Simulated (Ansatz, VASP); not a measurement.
Two plane-wave programs on Al2BN

INCAR

```
  PREC = Accurate
  ENCUT = 600
  EDIFF = 1E-6
  ISMEAR = 0
  SIGMA = 0.1
  LREAL = False
  LASPH = True
  NELM = 100
  ALGO = Normal
  ISIF = 3
  LWAVE = False
  LCHARG = False
  GGA = PE
  IBRION = 2
  NSW = 90
  EDIFFG = -0.04
```

The input KPOINTS:

```
regular mesh
0
Gamma
  6 6 6
```

The input POSCAR:

```
Al2BN
1.0
    2.5436750000      1.4685914400      2.4031819200
   -2.5436750000      1.4685914400      2.4031819200
    0.0000000000     -2.9371828900      2.4031819200
Al B N
2 1 1
Direct
    0.3097655200      0.3097655200      0.3097655200
    0.6902344800      0.6902344800      0.6902344800
    0.0000000000      0.0000000000      0.0000000000
    0.5000000000      0.5000000000      0.5000000000
```

Input for Ansatz:

```yaml
crystal:
  lattice:
    - [2.543675, 1.46859144, 2.40318192]
    - [-2.543675, 1.46859144, 2.40318192]
    - [0.0, -2.93718289, 2.40318192]
  atoms:
    - { symbol: Al, position: [0.30976552, 0.30976552, 0.30976552] }
    - { symbol: Al, position: [0.69023448, 0.69023448, 0.69023448] }
    - { symbol: B, position: [0.0, 0.0, 0.0] }
    - { symbol: "N", position: [0.5, 0.5, 0.5] }
basis:
  ecutwfc: 420
kpoints:
  mp_grid: { grid: [6, 6, 6] }
hamiltonian:
  xc: pbe
scf:
  occupations: { method: gaussian, width: 0.1 }
  lower_state_search: "off"
output:
  forces: true
  stress: true
  eigenvalues: true
relax:
  adjacent_minimum: "off"
  f_tol: 0.04
  max_steps: 70
  cell: { stress_tol: 0.4 }
```

Alike in both runs: task relaxation of cell and atoms; functional PBE; k mesh 6 × 6 × 6; occupations gaussian, width 0.1 eV; no spin polarisation.

|  | VASP | Ansatz |
| --- | --- | --- |
| version | VASP 6.6.1 | Ansatz 0.2.0 |
| potentials or method | VASP PAW PBE potentials, release 64 (Al, B, N), cutoff 600 eV | scalar-relativistic, plane waves, PAW |
| valence electrons in the cell | 14 | 14 |

|  | VASP | Ansatz | Ansatz less VASP |
| --- | --- | --- | --- |
| gap on the k mesh at the Fermi level, each at its own relaxed structure (eV) | none | none | - |
| relaxed volume (Å³/atom) | 11.87 | 11.87 | +0.003 |
| relaxed cell length with the largest relative difference (Å) | 3.708 | 3.708 | +0.0006 |

A gap of «none» marks a metal or a gap that the smearing closes.
